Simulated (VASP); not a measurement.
CuSn5, 6 atoms in the cell. The structure is hexagonal, space group P-6m2 (No. 187). The conventional cell has a = 3.470 Å, b = 3.470 Å, c = 14.588 Å, α = 90.00°, β = 90.00°, γ = 120.00°. Cu (site symmetry -6m2) has 6 Sn at 2.75 Å and 6 Cu at 3.47 Å within 3.6 Å. Sn (site symmetry 3m) has 3 Cu at 2.75 Å and 9 Sn at 3.37 to 3.47 Å within 3.6 Å. Sn (site symmetry -6m2) has 12 Sn at 3.36 to 3.47 Å within 4.4 Å. Sn (site symmetry 3m) has 12 Sn at 3.36 to 3.47 Å within 4.4 Å. 

* Program: VASP 6.6.1
* Task: single point
* Functional: PBE
* Potentials or basis: VASP PAW PBE potentials, release 64 (Cu, Sn_d)
* Cutoff: 520 eV
* k mesh: 12 × 12 × 4
* Occupations: gaussian, width 0.1 eV
* Spin: no spin polarisation
* Dipole correction: no
* Further INCAR settings: ALGO = Fast; EDIFF = 1e-07; NBANDS = 50

Potentials or basis: VASP PAW PBE potentials, release 64 (Cu, Sn_d).

Launch:

```bash
$ cat potpaw_PBE.64/Cu/POTCAR potpaw_PBE.64/Sn_d/POTCAR > POTCAR
$ mpirun -np 1 vasp_std > vasp.out
```

Hardware: 1 thread of AMD EPYC 7R13 (shared host).

Task: How long does it take, and how much memory?

Result: Wall time 23 min on 1 thread of AMD EPYC 7R13, on a shared host, peak memory 0.47 GiB. Counts: scf iterations 20, k points 57.
